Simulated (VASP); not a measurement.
Write the native input for VASP 6.6.1 that does the following.

```yaml
Task: electric field gradients
Functional: PBE
Potentials_or_basis: VASP PAW PBE potentials, release 64 (Na_pv, Cl)
Cutoff: 520 eV
k_mesh: 9 × 9 × 9
Occupations: fermi-dirac, width 0.03 eV
Spin: no spin polarisation
Dipole_correction: no
Further_INCAR_settings: ALGO = Normal; EDIFF = 1e-08; NBANDS = 14
```

The structure of NaCl lies in POSCAR:

```
NaCl
1.0
    2.9160926721      0.0000000000      0.0000000000
    0.0000000000      2.9160926721      0.0000000000
    0.0000000000      0.0000000000      2.9160926721
Na Cl
1 1
Direct
    0.0000000000      0.0000000000      0.0000000000
    0.5000000000      0.5000000000      0.5000000000
```

This cell differs from its parent crystal: volume scaled by 1.06.

These files were run (other wordings do the same):

INCAR

```
ALGO = Normal
EDIFF = 1E-8
ENCUT = 520
GGA = PE
ISIF = 2
ISMEAR = -1
LASPH = True
LCHARG = False
LEFG = True
LREAL = False
LWAVE = False
NBANDS = 14
NELM = 100
PREC = Accurate
SIGMA = 0.03
```

KPOINTS

```
k-points
0
Gamma
  9 9 9
```

Potentials or basis: VASP PAW PBE potentials, release 64 (Na_pv, Cl).

Run with:

```sh
$ cat potpaw_PBE.64/Na_pv/POTCAR potpaw_PBE.64/Cl/POTCAR > POTCAR
$ mpirun -np 1 vasp_std > vasp.out
```

Results of the run:

| Property | Result |
| --- | --- |
| Pressure | 51.5 GPa |
| Band gap on the k mesh | 4.96 eV, direct |

Caveat: without QUAD_EFG the Cq values of the log hold for a quadrupole moment of 1 mb, not for the nuclei.

It took 6.5 s on 1 thread of AMD EPYC 9R45 96-Core Processor (Zen 5) (shared host), peak memory 0.1 GiB.
